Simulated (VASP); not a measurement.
# Hf (P6_3/mmc) in VASP: settings compared

Hf is run at these levels: SVWN5, revPBE+U; tasks: single point.

Everything below comes from runs of VASP 6.6.1. Logs are shortened: lines on timing, memory, paths and dates and some standing lists are left out, and cuts for length are marked.

### Step 1. The cell of the first run

It takes space group P6_3/mmc (No. 194, hexagonal). The conventional cell has a = 3.239 Å, b = 3.239 Å, c = 5.124 Å, α = 90.00°, β = 90.00°, γ = 120.00°. Within 4.2 Å of Hf (site symmetry -6m2) lie 12 Hf at 3.17 to 3.24 Å.

### Step 2. Single point, SVWN5 (volume scaled by 1.04)

INCAR reads:

```
PREC = Accurate
ENCUT = 520
EDIFF = 1E-7
ISMEAR = -1
SIGMA = 0.1
LREAL = F
LASPH = T
NELM = 80
ALGO = Fast
ISIF = 2
LWAVE = F
LCHARG = T
GGA = VW
LELF = T
LVHAR = T
NBANDS = 17
```

KPOINTS reads:

```
regular mesh
0
Gamma
  10 10 5
```

POSCAR reads:

```
Hf
1.0
    3.2387666662      0.0000000000      0.0000000000
   -1.6193833331      2.8048542099      0.0000000000
    0.0000000000      0.0000000000      5.1243576326
Hf
2
Direct
    0.6666666667      0.3333333333      0.7500000000
    0.3333333333      0.6666666667      0.2500000000
```

Potentials or basis: VASP PAW PBE potentials, release 64 (Hf_pv).

Command:

```console
cat potpaw_PBE.64/Hf_pv/POTCAR > POTCAR
mpirun -np 1 vasp_std > vasp.out
```

OUTCAR:

```text
PREC = Accurate
   ENCUT = 520
   EDIFF = 1E-7
   ISMEAR = -1
   LREAL = F
   LASPH = T
   NELM = 80
   ISIF = 2
   GGA = VW

 ion  position               nearest neighbor table
   1  0.667  0.333  0.750-   2 3.17   2 3.17   2 3.17   2 3.17   2 3.17   2 3.17
   2  0.333  0.667  0.250-   1 3.17   1 3.17   1 3.17   1 3.17   1 3.17   1 3.17

  LATTYP: Found a hexagonal cell.
 ALAT       =     3.2387666662
 C/A-ratio  =     1.5821941377

  Lattice vectors:

 A1 = (   3.2387666662,   0.0000000000,   0.0000000000)
 A2 = (  -1.6193833331,   2.8048542099,   0.0000000000)
 A3 = (   0.0000000000,   0.0000000000,   5.1243576326)

Analysis of symmetry for initial positions (statically):
=====================================================================
 Subroutine PRICEL returns:
 Original cell was already a primitive cell.

 Routine SETGRP: Setting up the symmetry group for a
 hexagonal supercell.

 Subroutine GETGRP returns: Found 24 space group operations
 (whereof 12 operations were pure point group operations)
 out of a pool of 24 trial point group operations.

The static configuration has the point symmetry D_3d.
 The point group associated with its full space group is D_6h.

Analysis of symmetry for dynamics (positions and initial velocities):
=====================================================================
 Subroutine PRICEL returns:
 Original cell was already a primitive cell.

 Routine SETGRP: Setting up the symmetry group for a
 hexagonal supercell.

 Subroutine GETGRP returns: Found 24 space group operations
 (whereof 12 operations were pure point group operations)
 out of a pool of 24 trial point group operations.

The dynamic configuration has the point symmetry D_3d.
 The point group associated with its full space group is D_6h.

 Subroutine INISYM returns: Found 24 space group operations
 (whereof 12 operations are pure point group operations),
 and found     1 'primitive' translations

----------------------------------------------------------------------------------------

                                     Primitive cell

  volume of cell :      46.5510

  direct lattice vectors                    reciprocal lattice vectors
     3.238766666  0.000000000  0.000000000     0.308759507  0.178262385  0.000000000
    -1.619383333  2.804854210  0.000000000     0.000000000  0.356524769  0.000000000
     0.000000000  0.000000000  5.124357633     0.000000000  0.000000000  0.195146411

  length of vectors
     3.238766666  3.238766666  5.124357633     0.356524769  0.356524769  0.195146411

  position of ions in fractional coordinates (direct lattice)
     0.666666667  0.333333333  0.750000000
     0.333333333  0.666666667  0.250000000

  ion indices of the primitive-cell ions
   primitive index   ion index
                 1           1
                 2           2

----------------------------------------------------------------------------------------

 KPOINTS: regular mesh

Automatic generation of k-mesh.
 Grid dimensions read from file:
 generate k-points for:   10   10    5

 Generating k-lattice:

  Cartesian coordinates                     Fractional coordinates (reciprocal lattice)
     0.030875951  0.017826238  0.000000000     0.100000000  0.000000000  0.000000000
     0.000000000  0.035652477  0.000000000     0.000000000  0.100000000  0.000000000
     0.000000000  0.000000000  0.039029282     0.000000000  0.000000000  0.200000000

  Length of vectors
     0.035652477  0.035652477  0.039029282

  Shift w.r.t. Gamma in fractional coordinates (k-lattice)
     0.000000000  0.000000000  0.000000000

 Subroutine IBZKPT returns following result:
 ===========================================

 Found     42 irreducible k-points:

 Following reciprocal coordinates:
            Coordinates               Weight
  0.000000  0.000000  0.000000      1.000000
  0.100000  0.000000  0.000000      6.000000
  0.200000  0.000000  0.000000      6.000000
  0.300000  0.000000  0.000000      6.000000
  0.400000  0.000000  0.000000      6.000000
  0.500000  0.000000  0.000000      3.000000
[... 16 lines left out ...]
  0.300000  0.100000  0.200000     24.000000
  0.400000  0.100000  0.200000     24.000000
 [... further k-points ...]
   k-points           NKPTS =     42   k-points in BZ     NKDIM =     42   number of bands    NBANDS=     17
   number of dos      NEDOS =    301   number of ions     NIONS =      2
   total plane-waves  NPLWV =  23040
   dimension x,y,z NGX =    24 NGY =   24 NGZ =   40
   dimension x,y,z NGXF=    48 NGYF=   48 NGZF=   80
   ions per type =               2
   NGX,Y,Z   is equivalent  to a cutoff of  12.32, 12.32, 12.98 a.u.
   NGXF,Y,Z  is equivalent  to a cutoff of  24.64, 24.64, 25.95 a.u.
 SYSTEM =  unknown system
   PREC   = accura    normal or accurate (medium, high low for compatibility)
   ISTART =      0    job   : 0-new  1-cont  2-samecut
   ICHARG =      2    charge: 1-file 2-atom 10-const
   ISPIN  =      1    spin polarized calculation?
   LNONCOLLINEAR =      F non collinear calculations
   LSORBIT =      F    spin-orbit coupling
   LASPH  =      T    aspherical Exc in radial PAW
   ENCUT  =  520.0 eV  38.22 Ry    6.18 a.u.   6.02  6.02  9.53*2*pi/ulx,y,z
   NELM   =     80;   NELMIN=  2; NELMDL= -5     # of ELM steps
   EDIFF  = 0.1E-06   stopping-criterion for ELM
   LREAL  =      F    real-space projection
   EDIFFG = 0.1E-05   stopping-criterion for IOM
   NSW    =      0    number of steps for IOM
   IBRION =     -1    ionic relax: 0-MD 1-quasi-New 2-CG
   NFREE  =      0    steps in history (QN), initial steepest desc. (CG)
   ISIF   =      2    stress and relaxation
   ISYM   =      2    0-nonsym 1-usesym 2-fastsym
   POTIM  = 0.5000    time-step for ionic-motion
   TEBEG  =    0.0;   TEEND  =   0.0 temperature during run
   PSTRESS=    0.0 pullay stress
   NELECT =      20.0000    total number of electrons
   NUPDOWN=      -1.0000    fix difference up-down
   EMIN   =  10.00;   EMAX   =-10.00  energy-range for DOS
   EFERMI =   0.00;   METHOD = LEGACY
   ISMEAR =    -1;   SIGMA  =   0.10  broadening in eV -4-tet -1-fermi 0-gaus
   EFERMI_NEDOS =   21; number of points for ismear=-14 and -15
   IALGO  =     68    algorithm
   IMIX   =      4    mixing-type and parameters
     AMIX     =   0.40;   BMIX     =  1.00
     AMIX_MAG =   1.60;   BMIX_MAG =  1.00
  volume/ion in A,a.u.               =      23.28       157.07
  Fermi-wavevector in a.u.,A,eV,Ry     =   1.235307  2.334392 20.762277  1.525984
  Thomas-Fermi vector in A             =   2.369962
   LORBIT       =      0    0 simple, 1 ext, 2 COOP (PROOUT), +10 PAW based schemes
   GGA     = VW    functional components
   LHFCALC =     F    Hartree Fock is set to
   AEXX    =    0.0000 exact exchange contribution
   IVDW    =     0    specifies the selected vdW correction
   LEPSILON=     F    determine dielectric tensor
   LRPA    =     F    only Hartree local field effects (RPA)
 non-spin polarized calculation
 RMM-DIIS sequential band-by-band and
  energy-cutoff  :      520.00
  volume of cell :       46.55
 maximum number of plane-waves:      1270
   NGX = 13   NGY = 13   NGZ = 19

 number of electron      20.0000005 magnetization

 Free energy of the ion-electron system (eV)
  ---------------------------------------------------
  ext. energy  EPLUGINS =         0.00000000
  ---------------------------------------------------
  free energy    TOTEN  =       -21.31071916 eV

  energy without entropy =      -21.25006797  energy(sigma->0) =      -21.28039356

 E-fermi :   4.2850     XC(G=0): -11.2877

 val. band max:        4.2653138596   @ k =   0.3000   0.3000   0.4000
 cond. band min:       4.2869581742   @ k =   0.0000   0.0000   0.4000
 fundamental gap:      0.0216443146
 Fermi energy:         4.2850177074

 k-point     1 :       0.0000    0.0000    0.0000
  band No.  band energies     occupation
      1     -26.7738      2.00000
      2     -26.1192      2.00000
      3     -26.1192      2.00000
      4     -26.0083      2.00000
      5     -26.0051      2.00000
      6     -26.0051      2.00000
[... 9 lines left out ...]
     16       6.7716      0.00000
     17       9.3483      0.00000

 k-point     2 :       0.1000    0.0000    0.0000
  band No.  band energies     occupation
      1     -26.7511      2.00000
      2     -26.1669      2.00000
      3     -26.1352      2.00000
      4     -26.0552      2.00000
      5     -26.0189      2.00000
      6     -26.0117      2.00000
[... 9 lines left out ...]
     16       6.5169      0.00000
     17       9.5690      0.00000

 k-point     3 :       0.2000    0.0000    0.0000
  band No.  band energies     occupation
      1     -26.6875      2.00000
      2     -26.2917      2.00000
      3     -26.1823      2.00000
      4     -26.1755      2.00000
      5     -26.0508      2.00000
      6     -26.0304      2.00000
[... 9 lines left out ...]
     16       7.1739      0.00000
     17       9.9111      0.00000

 k-point     4 :       0.3000    0.0000    0.0000
  band No.  band energies     occupation
      1     -26.5962      2.00000
      2     -26.4462      2.00000
      3     -26.3317      2.00000
      4     -26.2229      2.00000
      5     -26.1029      2.00000
      6     -26.0554      2.00000
[... 9 lines left out ...]
     16       8.2790      0.00000
     17      10.1919      0.00000
[... 343 lines left out ...]
      1     -26.6137      2.00000
      2     -26.3566      2.00000
      3     -26.3112      2.00000
      4     -26.1992      2.00000
      5     -26.0892      2.00000
      6     -26.0728      2.00000
[... 9 lines left out ...]
     16       8.0909      0.00000
     17       9.7769      0.00000

 k-point    23 :       0.3000    0.1000    0.2000
  band No.  band energies     occupation
      1     -26.6048      2.00000
      2     -26.4748      2.00000
      3     -26.3729      2.00000
      4     -26.2494      2.00000
      5     -26.1377      2.00000
      6     -26.1011      2.00000
[... 9 lines left out ...]
     16       8.9433      0.00000
     17      10.0655      0.00000

 k-point    24 :       0.4000    0.1000    0.2000
  band No.  band energies     occupation
      1     -26.6449      2.00000
      2     -26.5330      2.00000
      3     -26.3717      2.00000
      4     -26.2677      2.00000
      5     -26.1833      2.00000
      6     -26.1210      2.00000
[... 9 lines left out ...]
     16       9.9066      0.00000
     17      10.6812      0.00000

 [... further k-points ...]
[... 5 lines left out ...]
  --------------------------------------------------------------------------------------
  -------------------------------------------------------------------------------------
  Total       -3.2928019     -3.2928019     -3.4047480      0.0000000     -0.0000000     -0.0000000
  in kB     -113.3304985   -113.3304985   -117.1834213      0.0000000     -0.0000000     -0.0000000
  external PRESSURE =    -114.6148061 kB  Pullay stress =       0.0000000 kB

 VOLUME and BASIS-vectors are now :
 -----------------------------------------------------------------------------
  energy-cutoff  :      520.00
  volume of cell :       46.55
      direct lattice vectors                 reciprocal lattice vectors
     3.238766666  0.000000000  0.000000000     0.308759507  0.178262385  0.000000000
    -1.619383333  2.804854210  0.000000000     0.000000000  0.356524769  0.000000000
     0.000000000  0.000000000  5.124357633     0.000000000  0.000000000  0.195146411

 POSITION                                       TOTAL-FORCE (eV/Angst)
 -----------------------------------------------------------------------------------
      1.61938      0.93495      3.84327         0.000000     -0.000000      0.000000
     -0.00000      1.86990      1.28109        -0.000000      0.000000      0.000000
 -----------------------------------------------------------------------------------
    total drift:                               -0.000000      0.000000     -0.000000

  FREE ENERGIE OF THE ION-ELECTRON SYSTEM (eV)
  ---------------------------------------------------
  free  energy   TOTEN  =       -21.3107191598 eV

  energy  without entropy=      -21.2500679654  energy(sigma->0) =      -21.28039356
```

Run time: 18 s. Hardware: 1 thread of Intel Xeon Platinum 8375C at 2.90GHz (Ice Lake), shared host; peak memory 0.15 GiB.

What came out:

* Free energy: -21.3107 eV
* Pressure: -11.5 GPa
* Band gap on the k mesh: zero (band 10 reaches 5.41 eV, above the bottom of band 11 at 4.00 eV)

Stress tensor (GPa, compression positive):
```
-11.33   0.00   0.00
  0.00 -11.33   0.00
  0.00   0.00 -11.72
```

Levels at points of the mesh, in eV from the Fermi level:
```csv
k point,band 8,band 9,band 10,band 11,band 12,band 13
"(0.00, 0.00, 0.00)",-3.57,0.66,1.13,1.13,1.39,1.90
"(0.50, 0.00, 0.00)",-2.59,-2.08,-0.76,0.75,0.84,1.60
```

Caveat: the cell differs from its parent crystal (volume scaled by 1.04); the PAW data sets were made with another functional, which shifts forces and pressure a little; spin-orbit coupling is left out, which moves the levels of the heavy elements.

### Step 3. Single point, revPBE+U

This run uses another cell than the first one, of 22.38 Å³/atom, 0.962 times its volume.

INCAR reads:

```
PREC = Accurate
ENCUT = 520
EDIFF = 1E-6
ISMEAR = -5
SIGMA = 0.05
LREAL = F
LASPH = T
NELM = 150
ALGO = Normal
ISIF = 2
LWAVE = F
LCHARG = F
LMAXMIX = 4
LDAU = T
LDAUTYPE = 2
LDAUL = 2
LDAUU = 4
LDAUJ = 0
LDAUPRINT = 1
GGA = RE
NBANDS = 17
```

KPOINTS is that of step 2.

POSCAR reads:

```
Hf
1.0
    3.1967000000      0.0000000000      0.0000000000
   -1.5983500000      2.7684234083      0.0000000000
    0.0000000000      0.0000000000      5.0578000000
Hf
2
Direct
    0.6666666667      0.3333333333      0.7500000000
    0.3333333333      0.6666666667      0.2500000000
```

Potentials or basis: VASP PAW PBE potentials, release 64 (Hf_pv).

Command:

```console
cat potpaw_PBE.64/Hf_pv/POTCAR > POTCAR
mpirun -np 1 vasp_std > vasp.out
```

It took 12 s on 1 thread of Intel Xeon Platinum 8375C at 2.90GHz (Ice Lake), shared host; peak memory 0.17 GiB.

It converged, with:

```
Free energy            : -14.1435 eV
Pressure               : 15.7 GPa
Band gap on the k mesh : zero (band 10 reaches 7.13 eV, above the bottom of band 11 at 5.15 eV)
```

Stress tensor (GPa, compression positive):
```
15.75  0.00  0.00
 0.00 15.75  0.00
 0.00  0.00 15.61
```

Levels at points of the mesh, in eV from the Fermi level:
| k point | band 7 | band 8 | band 9 | band 10 | band 11 | band 12 | band 13 | band 14 |
| --- | --- | --- | --- | --- | --- | --- | --- | --- |
| (0.00, 0.00, 0.00) | -8.08 | -3.94 | -0.10 | 1.44 | 1.44 | 1.71 | 2.30 | 2.30 |
| (0.50, 0.00, 0.00) | -3.71 | -2.79 | -2.16 | -1.29 | 0.84 | 1.16 | 1.68 | 6.32 |

Eigenvalues of the final occupation matrices:
```
    site  spin  trace               eigenvalues
site 1 d     1   0.69  0.12 0.12 0.15 0.15 0.16
site 1 d     2   0.69  0.12 0.12 0.15 0.15 0.16
site 2 d     1   0.69  0.12 0.12 0.15 0.15 0.16
site 2 d     2   0.69  0.12 0.12 0.15 0.15 0.16
```

Caveat: the PAW data sets were made with another functional, which shifts forces and pressure a little; spin-orbit coupling is left out, which moves the levels of the heavy elements; U without spin polarisation on a metal has little footing; the U is typed as a test and isn't derived for this compound; tetrahedron occupations give inexact forces and stress in metals.
